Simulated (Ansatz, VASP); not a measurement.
# NbPdSe3: VASP beside Ansatz

The input INCAR:

```
ALGO = Normal
EDIFF = 1E-7
ENCUT = 520
GGA = PE
ISIF = 2
ISMEAR = 0
LASPH = True
LCHARG = True
LELF = True
LREAL = False
LVHAR = True
LWAVE = False
NBANDS = 28
NELM = 60
PREC = Accurate
SIGMA = 0.1
```

Contents of KPOINTS:

```
k-points
0
Gamma
  6 6 4
```

The input POSCAR:

```
NbPdSe3
1.0
    5.0266629300      0.0000000000      0.0000000000
   -2.5133314700      4.3532177900      0.0000000000
    0.0000000000      0.0000000000      6.5233185500
Nb Pd Se
1 1 3
Direct
    0.0000000000      0.0000000000      0.5000000000
    0.0000000000      0.0000000000      0.0000000000
    0.5000000000      0.0000000000      0.5000000000
    0.0000000000      0.5000000000      0.5000000000
    0.5000000000      0.5000000000      0.5000000000
```

Input for Ansatz:

```yaml
crystal:
  lattice:
    - [5.02666293, 0.0, 0.0]
    - [-2.51333147, 4.35321779, 0.0]
    - [0.0, 0.0, 6.52331855]
  atoms:
    - { symbol: Nb, position: [0.0, 0.0, 0.5] }
    - { symbol: Pd, position: [0.0, 0.0, 0.0] }
    - { symbol: Se, position: [0.5, 0.0, 0.5] }
    - { symbol: Se, position: [0.0, 0.5, 0.5] }
    - { symbol: Se, position: [0.5, 0.5, 0.5] }
basis:
  ecutwfc: 420
kpoints:
  mp_grid: { grid: [6, 6, 4] }
hamiltonian:
  xc: pbe
scf:
  occupations: { method: gaussian, width: 0.1 }
  lower_state_search: "off"
output:
  forces: true
  stress: true
  eigenvalues: true
```

Alike in both runs: task single point; functional PBE; k mesh 6 × 6 × 4; occupations gaussian, width 0.1 eV; no spin polarisation.

```csv
,VASP,Ansatz
version,VASP 6.6.1,Ansatz 0.2.0
potentials or method,"VASP PAW PBE potentials, release 64 (Nb_sv, Pd, Se), cutoff 520 eV","scalar-relativistic, plane waves, PAW"
valence electrons in the cell,41,79
```

VASP gave:

```
gap on the k mesh at the Fermi level (eV)                     : none
pressure (GPa)                                                : 12.6
traceless stress, the component that is largest in VASP (GPa) : -21.12
```

Q: What did Ansatz give for the same quantities?

A: gap on the k mesh at the Fermi level (eV): none; pressure (GPa): 12.5; traceless stress, the component that is largest in VASP (GPa): -21.02.

A gap of «none» marks a metal or a gap that the smearing closes. VASP's potentials hold 41 valence electrons a cell and Ansatz's 79, so a difference there can come from the potentials and not from the codes.
